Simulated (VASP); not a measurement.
A run of VASP 6.6.1 is set up as follows.

The input POSCAR:

```
Ir
1.0
    2.7513778946      0.0000000000      0.0000000000
   -1.3756889473      2.3827631521      0.0000000000
    0.0000000000      0.0000000000      4.4622900000
Ir
2
Direct
    0.6666666700      0.3333333300      0.7500000000
    0.3333333300      0.6666666700      0.2500000000
```

Contents of INCAR.step1:

```
ALGO     = Normal         # electronic algorithm
EDIFF    = 1E-5           # SCF threshold, eV
ENCUT    = 620            # plane-wave cutoff, eV
GGA      = PE             # functional
GGA_COMPAT= F            
ISMEAR   = 0              # smearing method
LASPH    = T              # aspherical terms in the spheres
LCHARG   = F              # write CHGCAR
LREAL    = F              # projectors in reciprocal space
LWAVE    = T              # write WAVECAR
NBANDS   = 24             # bands
NELM     = 120            # most SCF steps
PREC     = Accurate       # precision mode
SIGMA    = 0.1            # smearing width, eV
```

INCAR.step2

```
ALGO     = Normal         # electronic algorithm
EDIFF    = 1E-6           # SCF threshold, eV
ENCUT    = 620            # plane-wave cutoff, eV
GGA_COMPAT= F            
ISIF     = 2              # what is computed and relaxed
ISMEAR   = 0              # smearing method
ISTART   = 1            
LASPH    = T              # aspherical terms in the spheres
LCHARG   = F              # write CHGCAR
LMIXTAU  = T            
LREAL    = F              # projectors in reciprocal space
LWAVE    = F              # write WAVECAR
METAGGA  = R2SCAN         # meta-GGA
NBANDS   = 24             # bands
NELM     = 120            # most SCF steps
PREC     = Accurate       # precision mode
SIGMA    = 0.1            # smearing width, eV
```

File KPOINTS:

```
k-points
0
Gamma
  9 9 4
```

Potentials or basis: VASP PAW PBE potentials, release 64 (Ir_sv_GW).

Launch:

```console
$ cat potpaw_PBE.64/Ir_sv_GW/POTCAR > POTCAR
$ cp INCAR.step1 INCAR
$ mpirun -np 1 vasp_std > vasp.out
$ cp INCAR.step2 INCAR
$ mpirun -np 1 vasp_std > vasp.out
```

**Question.** Estimate the band gap on the k mesh.

**Answer.** Zero (bands 17 and 18 overlap by 3.01 eV).

**Question.** Predict the pressure.

**Answer.** -10.3 GPa.

Stress tensor (GPa, compression positive):
```
-10.19   0.00   0.00
  0.00 -10.19   0.00
  0.00   0.00 -10.50
```

Caveat: the cell stands under tension; the PAW data sets were made with another functional, which shifts forces and pressure a little; spin-orbit coupling is left out, which moves the levels of the heavy elements.
